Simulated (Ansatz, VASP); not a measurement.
## One calculation of Cl, two programs

```
Cl
1.0
     0.00000    2.50622    2.50622
     2.50622    0.00000    2.50622
     2.50622    2.50622    0.00000
Cl
2
Direct
  0.87500 0.87500 0.87500
  0.12500 0.12500 0.12500
```

Change from the starting cell: volume scaled by 0.5, PAW files.

Alike in both runs: task single point; functional PBEsol; k mesh 12 × 12 × 12; occupations fermi-dirac, width 0.1 eV; no spin polarisation.

|  | VASP | Ansatz |
| --- | --- | --- |
| version | VASP 6.6.1 | Ansatz 0.2.0 |
| potentials or method | VASP PAW PBE potentials, release 64 (Cl) | PAW with Ansatz's default frozen-core files, scalar-relativistic |
| plane-wave cutoff (eV) | 520 | 420 |
| valence electrons in the cell | 14 | 14 |

|  | VASP | Ansatz | Ansatz less VASP |
| --- | --- | --- | --- |
| pressure (GPa) | 61.8 | 61.4 | -0.36 |

VASP's potentials were made for PBE, not for PBEsol. Both programs put the cell under a high pressure, so it lies far from rest at this level.

Noted on VASP's run: the cell as given lies far from equilibrium.
